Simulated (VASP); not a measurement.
# Rh (Fm-3m) in VASP: notebook

Runs on Rh. Level: LDA. Tasks: electric field gradients.

Everything below comes from runs of VASP 6.6.1. Logs are shortened: lines on timing, memory, paths and dates and some standing lists are left out, and cuts for length are marked.

## Step 1: The cell of the first run

Symmetry: Fm-3m, No. 225, cubic system. The conventional cell has a = 3.729 Å, b = 3.729 Å, c = 3.729 Å, α = 90.00°, β = 90.00°, γ = 90.00°. Rh (site symmetry m-3m) has 12 Rh at 2.64 Å within 3.5 Å.

## Step 2: Electric field gradients, LDA (volume scaled by 0.9405)

INCAR

```
PREC = Accurate
ENCUT = 520
EDIFF = 1E-8
ISMEAR = -1
SIGMA = 0.05
LREAL = False
LASPH = True
NELM = 80
ALGO = Normal
ISIF = 2
LWAVE = False
LCHARG = False
GGA = CA
LEFG = True
NBANDS = 14
```

KPOINTS

```
Automatic mesh
0
Gamma
  18 18 18
```

POSCAR

```
Rh
1.0
    0.0000000000      1.8644691979      1.8644691979
    1.8644691979      0.0000000000      1.8644691979
    1.8644691979      1.8644691979      0.0000000000
Rh
1
Direct
    0.0000000000      0.0000000000      0.0000000000
```

Potentials or basis: VASP PAW LDA potentials, release 64 (Rh_pv).

On the command line:

```console
cat potpaw_LDA.64/Rh_pv/POTCAR > POTCAR
mpirun -np 1 vasp_std > vasp.out
```

OUTCAR:

```text
PREC = Accurate
   ENCUT = 520
   EDIFF = 1E-8
   ISMEAR = -1
   LREAL = False
   LASPH = True
   NELM = 80
   ISIF = 2
   GGA = CA

 ion  position               nearest neighbor table
   1  0.000  0.000  0.000-

  LATTYP: Found a face centered cubic cell.
 ALAT       =     3.7289383958

  Lattice vectors:

 A1 = (   0.0000000000,   1.8644691979,   1.8644691979)
 A2 = (   1.8644691979,   0.0000000000,   1.8644691979)
 A3 = (   1.8644691979,   1.8644691979,   0.0000000000)

Analysis of symmetry for initial positions (statically):
=====================================================================
 Subroutine PRICEL returns:
 Original cell was already a primitive cell.

 Routine SETGRP: Setting up the symmetry group for a
 face centered cubic supercell.

 Subroutine GETGRP returns: Found 48 space group operations
 (whereof 48 operations were pure point group operations)
 out of a pool of 48 trial point group operations.

The static configuration has the point symmetry O_h .

Analysis of symmetry for dynamics (positions and initial velocities):
=====================================================================
 Subroutine PRICEL returns:
 Original cell was already a primitive cell.

 Routine SETGRP: Setting up the symmetry group for a
 face centered cubic supercell.

 Subroutine GETGRP returns: Found 48 space group operations
 (whereof 48 operations were pure point group operations)
 out of a pool of 48 trial point group operations.

The dynamic configuration has the point symmetry O_h .

 Subroutine INISYM returns: Found 48 space group operations
 (whereof 48 operations are pure point group operations),
 and found     1 'primitive' translations

----------------------------------------------------------------------------------------

                                     Primitive cell

  volume of cell :      12.9627

  direct lattice vectors                    reciprocal lattice vectors
     0.000000000  1.864469198  1.864469198    -0.268172840  0.268172840  0.268172840
     1.864469198  0.000000000  1.864469198     0.268172840 -0.268172840  0.268172840
     1.864469198  1.864469198  0.000000000     0.268172840  0.268172840 -0.268172840

  length of vectors
     2.636757626  2.636757626  2.636757626     0.464488984  0.464488984  0.464488984

  position of ions in fractional coordinates (direct lattice)
     0.000000000  0.000000000  0.000000000

  ion indices of the primitive-cell ions
   primitive index   ion index
                 1           1

----------------------------------------------------------------------------------------

 KPOINTS: Automatic mesh

Automatic generation of k-mesh.
 Grid dimensions read from file:
 generate k-points for:   18   18   18

 Generating k-lattice:

  Cartesian coordinates                     Fractional coordinates (reciprocal lattice)
    -0.014898491  0.014898491  0.014898491     0.055555556  0.000000000  0.000000000
     0.014898491 -0.014898491  0.014898491     0.000000000  0.055555556  0.000000000
     0.014898491  0.014898491 -0.014898491     0.000000000  0.000000000  0.055555556

  Length of vectors
     0.025804944  0.025804944  0.025804944

  Shift w.r.t. Gamma in fractional coordinates (k-lattice)
     0.000000000  0.000000000  0.000000000

 Subroutine IBZKPT returns following result:
 ===========================================

 Found    195 irreducible k-points:

 Following reciprocal coordinates:
            Coordinates               Weight
  0.000000  0.000000  0.000000      1.000000
  0.055556  0.000000  0.000000      8.000000
  0.111111  0.000000  0.000000      8.000000
  0.166667  0.000000  0.000000      8.000000
  0.222222  0.000000  0.000000      8.000000
  0.277778  0.000000  0.000000      8.000000
[... 16 lines left out ...]
 -0.277778  0.055556  0.000000     24.000000
 -0.222222  0.055556  0.000000     24.000000
 [... further k-points ...]
   k-points           NKPTS =    195   k-points in BZ     NKDIM =    195   number of bands    NBANDS=     14
   number of dos      NEDOS =    301   number of ions     NIONS =      1
   total plane-waves  NPLWV =   8000
   dimension x,y,z NGX =    20 NGY =   20 NGZ =   20
   dimension x,y,z NGXF=    40 NGYF=   40 NGZF=   40
   ions per type =               1
   NGX,Y,Z   is equivalent  to a cutoff of  12.61, 12.61, 12.61 a.u.
   NGXF,Y,Z  is equivalent  to a cutoff of  25.22, 25.22, 25.22 a.u.
 SYSTEM =  unknown system
   PREC   = accura    normal or accurate (medium, high low for compatibility)
   ISTART =      0    job   : 0-new  1-cont  2-samecut
   ICHARG =      2    charge: 1-file 2-atom 10-const
   ISPIN  =      1    spin polarized calculation?
   LNONCOLLINEAR =      F non collinear calculations
   LSORBIT =      F    spin-orbit coupling
   LASPH  =      T    aspherical Exc in radial PAW
   ENCUT  =  520.0 eV  38.22 Ry    6.18 a.u.   4.90  4.90  4.90*2*pi/ulx,y,z
   NELM   =     80;   NELMIN=  2; NELMDL= -5     # of ELM steps
   EDIFF  = 0.1E-07   stopping-criterion for ELM
   LREAL  =      F    real-space projection
   EDIFFG = 0.1E-06   stopping-criterion for IOM
   NSW    =      0    number of steps for IOM
   IBRION =     -1    ionic relax: 0-MD 1-quasi-New 2-CG
   NFREE  =      0    steps in history (QN), initial steepest desc. (CG)
   ISIF   =      2    stress and relaxation
   ISYM   =      2    0-nonsym 1-usesym 2-fastsym
   POTIM  = 0.5000    time-step for ionic-motion
   TEBEG  =    0.0;   TEEND  =   0.0 temperature during run
   PSTRESS=    0.0 pullay stress
   NELECT =      15.0000    total number of electrons
   NUPDOWN=      -1.0000    fix difference up-down
   EMIN   =  10.00;   EMAX   =-10.00  energy-range for DOS
   EFERMI =   0.00;   METHOD = LEGACY
   ISMEAR =    -1;   SIGMA  =   0.05  broadening in eV -4-tet -1-fermi 0-gaus
   EFERMI_NEDOS =   21; number of points for ismear=-14 and -15
   IALGO  =     38    algorithm
   IMIX   =      4    mixing-type and parameters
     AMIX     =   0.40;   BMIX     =  1.00
     AMIX_MAG =   1.60;   BMIX_MAG =  1.00
  volume/ion in A,a.u.               =      12.96        87.48
  Fermi-wavevector in a.u.,A,eV,Ry     =   1.718726  3.247922 40.191880  2.954020
  Thomas-Fermi vector in A             =   2.795486
   LORBIT       =      0    0 simple, 1 ext, 2 COOP (PROOUT), +10 PAW based schemes
   GGA     = CA    functional components
   LHFCALC =     F    Hartree Fock is set to
   AEXX    =    0.0000 exact exchange contribution
   IVDW    =     0    specifies the selected vdW correction
   LEPSILON=     F    determine dielectric tensor
   LRPA    =     F    only Hartree local field effects (RPA)
 non-spin polarized calculation
  energy-cutoff  :      520.00
  volume of cell :       12.96
 maximum number of plane-waves:       361
   NGX =  9   NGY =  9   NGZ =  9

 number of electron      14.9999996 magnetization

 Free energy of the ion-electron system (eV)
  ---------------------------------------------------
  ext. energy  EPLUGINS =         0.00000000
  ---------------------------------------------------
  free energy    TOTEN  =        -8.68174477 eV

  energy without entropy =       -8.67185587  energy(sigma->0) =       -8.67680032

 E-fermi :  12.8414     XC(G=0): -14.7303

 val. band max:       12.8348773693   @ k =   0.5000   0.2222   0.1111
 cond. band min:      12.8441734736   @ k =  -0.4444   0.3333   0.1667
 fundamental gap:      0.0092961043
 Fermi energy:        12.8413881034

 k-point     1 :       0.0000    0.0000    0.0000
  band No.  band energies     occupation
      1     -33.4367      2.00000
      2     -33.4367      2.00000
      3     -33.4367      2.00000
      4       4.3660      2.00000
      5       9.4266      2.00000
      6       9.4266      2.00000
      7       9.4266      2.00000
      8      11.7568      2.00000
      9      11.7568      2.00000
     10      28.7166      0.00000
     11      33.0103      0.00000
     12      34.4635      0.00000
     13      34.4635      0.00000
     14      34.4635      0.00000

 k-point     2 :       0.0556    0.0000    0.0000
  band No.  band energies     occupation
      1     -33.4654      2.00000
      2     -33.4405      2.00000
      3     -33.4405      2.00000
      4       4.4985      2.00000
      5       9.3648      2.00000
      6       9.4802      2.00000
      7       9.4802      2.00000
      8      11.7251      2.00000
      9      11.7251      2.00000
     10      28.9213      0.00000
     11      33.0095      0.00000
     12      33.7717      0.00000
     13      34.6663      0.00000
     14      34.6663      0.00000

 k-point     3 :       0.1111    0.0000    0.0000
  band No.  band energies     occupation
      1     -33.5475      2.00000
      2     -33.4514      2.00000
      3     -33.4514      2.00000
      4       4.8770      2.00000
      5       9.2113      2.00000
      6       9.6203      2.00000
      7       9.6203      2.00000
      8      11.6562      2.00000
      9      11.6562      2.00000
     10      29.4757      0.00000
     11      32.3197      0.00000
     12      33.0134      0.00000
     13      35.2564      0.00000
     14      35.2564      0.00000

 k-point     4 :       0.1667    0.0000    0.0000
  band No.  band energies     occupation
      1     -33.6722      2.00000
      2     -33.4681      2.00000
      3     -33.4681      2.00000
      4       5.4315      2.00000
      5       9.0665      2.00000
      6       9.7780      2.00000
      7       9.7780      2.00000
      8      11.6322      2.00000
      9      11.6322      2.00000
     10      30.1767      0.00000
     11      30.7167      0.00000
     12      33.0119      0.00000
     13      36.1790      0.00000
     14      36.1790      0.00000

 k-point     5 :       0.2222    0.0000    0.0000
  band No.  band energies     occupation
      1     -33.8232      2.00000
      2     -33.4885      2.00000
      3     -33.4885      2.00000
      4       5.9966      2.00000
      5       9.1252      2.00000
      6       9.8456      2.00000
      7       9.8456      2.00000
      8      11.7708      2.00000
      9      11.7708      2.00000
     10      29.1036      0.00000
     11      30.6241      0.00000
[... 276 lines left out ...]
 k-point    22 :      -0.3333    0.0556    0.0000
  band No.  band energies     occupation
      1     -34.1666      2.00000
      2     -33.5665      2.00000
      3     -33.5299      2.00000
      4       6.4460      2.00000
      5       9.5270      2.00000
      6       9.6441      2.00000
      7      10.7210      2.00000
      8      12.4529      1.99916
      9      13.3680      0.00005
     10      25.2274      0.00000
     11      29.5087      0.00000
     12      33.0114      0.00000
     13      35.2135      0.00000
     14      37.2016      0.00000

 k-point    23 :      -0.2778    0.0556    0.0000
  band No.  band energies     occupation
      1     -34.0313      2.00000
      2     -33.5484      2.00000
      3     -33.5083      2.00000
      4       6.4758      2.00000
      5       9.5946      2.00000
      6       9.8025      2.00000
      7       9.8360      2.00000
      8      11.9339      2.00000
      9      12.7790      1.55392
     10      26.9884      0.00000
     11      30.2793      0.00000
     12      33.0115      0.00000
     13      36.1759      0.00000
     14      38.4080      0.00000

 k-point    24 :      -0.2222    0.0556    0.0000
  band No.  band energies     occupation
      1     -33.8790      2.00000
      2     -33.5261      2.00000
      3     -33.4862      2.00000
      4       6.2560      2.00000
      5       9.0720      2.00000
      6       9.8610      2.00000
      7       9.9155      2.00000
      8      11.5251      2.00000
      9      12.2841      1.99997
     10      28.6531      0.00000
     11      30.7498      0.00000
     12      33.0113      0.00000
     13      36.3452      0.00000
     14      38.1607      0.00000

 [... further k-points ...]
[... 5 lines left out ...]
  --------------------------------------------------------------------------------------
  -------------------------------------------------------------------------------------
  Total        0.6213136      0.6213136      0.6213136      0.0000000      0.0000000      0.0000000
  in kB       76.7937359     76.7937359     76.7937359      0.0000000      0.0000000      0.0000000
  external PRESSURE =      76.7937359 kB  Pullay stress =       0.0000000 kB

 VOLUME and BASIS-vectors are now :
 -----------------------------------------------------------------------------
  energy-cutoff  :      520.00
  volume of cell :       12.96
      direct lattice vectors                 reciprocal lattice vectors
     0.000000000  1.864469198  1.864469198    -0.268172840  0.268172840  0.268172840
     1.864469198  0.000000000  1.864469198     0.268172840 -0.268172840  0.268172840
     1.864469198  1.864469198  0.000000000     0.268172840  0.268172840 -0.268172840

 POSITION                                       TOTAL-FORCE (eV/Angst)
 -----------------------------------------------------------------------------------
      0.00000      0.00000      0.00000         0.000000      0.000000      0.000000
 -----------------------------------------------------------------------------------
    total drift:                               -0.000000     -0.000000     -0.000000

  FREE ENERGIE OF THE ION-ELECTRON SYSTEM (eV)
  ---------------------------------------------------
  free  energy   TOTEN  =        -8.6817447712 eV

  energy  without entropy=       -8.6718558674  energy(sigma->0) =       -8.67680032

 Electric field gradients (V/A^2)
---------------------------------------------------------------------
 ion       V_xx      V_yy      V_zz      V_xy      V_xz      V_yz
---------------------------------------------------------------------
   1       0.000     0.000    -0.000     0.001     0.001     0.001
---------------------------------------------------------------------

 Electric field gradients after diagonalization (V/A^2)
 (convention: |V_zz| > |V_xx| > |V_yy|)
----------------------------------------------------------------------
 ion       V_xx      V_yy      V_zz     asymmetry (V_yy - V_xx)/ V_zz
----------------------------------------------------------------------
   1      -0.001    -0.001     0.002       0.000
----------------------------------------------------------------------

           NMR quadrupolar parameters

 Cq : quadrupolar parameter    Cq=e*Q*V_zz/h
 eta: asymmetry parameters     (V_yy - V_xx)/ V_zz
 Q  : nuclear electric quadrupole moment in mb (millibarn)
----------------------------------------------------------------------
 ion       Cq(MHz)       eta       Q (mb)
----------------------------------------------------------------------
   1       0.000       0.000       1.000
----------------------------------------------------------------------
```

It took 19 s on 1 thread of AMD EPYC 9R14 (Zen 4), shared host; peak memory 0.11 GiB.

Results:

```
Free energy : -8.6817 eV
Pressure    : 7.7 GPa
```

Caveat: without QUAD_EFG the Cq values of the log hold for a quadrupole moment of 1 mb, not for the nuclei.

## Step 3: Electric field gradients, LDA (volume scaled by 0.98)

INCAR

```
PREC = Accurate
ENCUT = 520
EDIFF = 1E-8
ISMEAR = -1
SIGMA = 0.05
LREAL = F
LASPH = T
NELM = 60
ALGO = Normal
ISIF = 2
LWAVE = F
LCHARG = F
LEFG = T
NBANDS = 14
```

KPOINTS is that of step 2.

POSCAR

```
Rh
1.0
    0.0000000000      1.8902139830      1.8902139830
    1.8902139830      0.0000000000      1.8902139830
    1.8902139830      1.8902139830      0.0000000000
Rh
1
Direct
    0.0000000000      0.0000000000      0.0000000000
```

Potentials or basis: VASP PAW LDA potentials, release 64 (Rh_pv).

On the command line:

```console
cat potpaw_LDA.64/Rh_pv/POTCAR > POTCAR
mpirun -np 1 vasp_std > vasp.out
```

OUTCAR:

```text
PREC = Accurate
   ENCUT = 520
   EDIFF = 1E-8
   ISMEAR = -1
   LREAL = F
   LASPH = T
   NELM = 60
   ISIF = 2

 ion  position               nearest neighbor table
   1  0.000  0.000  0.000-

  LATTYP: Found a face centered cubic cell.
 ALAT       =     3.7804279660

  Lattice vectors:

 A1 = (   0.0000000000,   1.8902139830,   1.8902139830)
 A2 = (   1.8902139830,   0.0000000000,   1.8902139830)
 A3 = (   1.8902139830,   1.8902139830,   0.0000000000)

Analysis of symmetry for initial positions (statically):
[... 610 lines left out ...]
    total drift:                               -0.000000     -0.000000     -0.000000

  FREE ENERGIE OF THE ION-ELECTRON SYSTEM (eV)
  ---------------------------------------------------
  free  energy   TOTEN  =        -8.6848843645 eV

  energy  without entropy=       -8.6742850542  energy(sigma->0) =       -8.67958471

 Electric field gradients (V/A^2)
---------------------------------------------------------------------
 ion       V_xx      V_yy      V_zz      V_xy      V_xz      V_yz
---------------------------------------------------------------------
   1       0.000    -0.000     0.000     0.001     0.001     0.001
---------------------------------------------------------------------

 Electric field gradients after diagonalization (V/A^2)
 (convention: |V_zz| > |V_xx| > |V_yy|)
----------------------------------------------------------------------
 ion       V_xx      V_yy      V_zz     asymmetry (V_yy - V_xx)/ V_zz
----------------------------------------------------------------------
   1      -0.001    -0.001     0.002       0.000
----------------------------------------------------------------------

           NMR quadrupolar parameters

 Cq : quadrupolar parameter    Cq=e*Q*V_zz/h
 eta: asymmetry parameters     (V_yy - V_xx)/ V_zz
 Q  : nuclear electric quadrupole moment in mb (millibarn)
----------------------------------------------------------------------
 ion       Cq(MHz)       eta       Q (mb)
----------------------------------------------------------------------
   1       0.000       0.000       1.000
----------------------------------------------------------------------
```

Run time: 19 s. Hardware: 1 thread of AMD EPYC 9R14 (Zen 4), shared host; peak memory 0.11 GiB.

Results:

| Quantity | Value |
| --- | --- |
| Free energy | -8.6849 eV |
| Pressure | -5.5 GPa |

Caveat: without QUAD_EFG the Cq values of the log hold for a quadrupole moment of 1 mb, not for the nuclei.

[end of part 1 of 2]
